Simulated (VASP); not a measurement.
Write the native input for VASP 6.6.1 that does the following.

```
Task                   : single point
Functional             : LDA
Potentials or basis    : VASP PAW LDA potentials, release 64 (Fe_sv, O)
Cutoff                 : 700 eV
k mesh                 : 8 × 8 × 8
Occupations            : gaussian, width 0.05 eV
Spin                   : collinear spin, ferromagnetic start
Starting moments       : [3.81, 0.25] μB
Hubbard terms          : Fe d U = 5.0 eV, J = 0.9 eV
Dipole correction      : no
LDAUTYPE               : 1
Hund's J               : 0.9
Further INCAR settings : ALGO = Normal; EDIFF = 1e-06; NBANDS = 22
```

The structure of FeO lies in POSCAR:

```
FeO
1.0
    0.0000000000      2.1554001600      2.1554001600
    2.1554001600      0.0000000000      2.1554001600
    2.1554001600      2.1554001600      0.0000000000
Fe O
1 1
Direct
    0.0000000000      0.0000000000      0.0000000000
    0.5000000000      0.5000000000      0.5000000000
```

The input as run:

INCAR

```
ALGO = Normal
EDIFF = 1E-6
ENCUT = 700
GGA = CA
GGA_COMPAT = False
ISIF = 2
ISMEAR = 0
ISPIN = 2
LASPH = True
LCHARG = True
LDAU = True
LDAUJ = 0.9 0
LDAUL = 2 -1
LDAUPRINT = 1
LDAUTYPE = 1
LDAUU = 5 0
LELF = True
LMAXMIX = 4
LORBIT = 11
LREAL = False
LVHAR = True
LWAVE = False
MAGMOM = 3.81 0.25
NBANDS = 22
NELM = 200
PREC = Accurate
SIGMA = 0.05
```

KPOINTS

```
k-points
0
Gamma
  8 8 8
```

Potentials or basis: VASP PAW LDA potentials, release 64 (Fe_sv, O).

The run is started by

```bash
$ cat potpaw_LDA.64/Fe_sv/POTCAR potpaw_LDA.64/O/POTCAR > POTCAR
$ mpirun -np 1 vasp_std > vasp.out
```

It gave:

* Pressure: -15.1 GPa
* Band gap on the k mesh: zero (filled and empty bands overlap)
* Net moment: 4.00 μB per cell
* Site moments: Fe +3.62; O +0.23 μB
* Valence electrons inside the program's atomic spheres: Fe 13.61; O 4.98

Caveat: the cell stands under tension; a cell with one magnetic atom can't hold antiferromagnetic order, which such compounds often take.

Wall time 27 s on 1 thread of AMD EPYC 9R45 96-Core Processor (Zen 5), with other jobs on the host, peak memory 0.13 GiB.
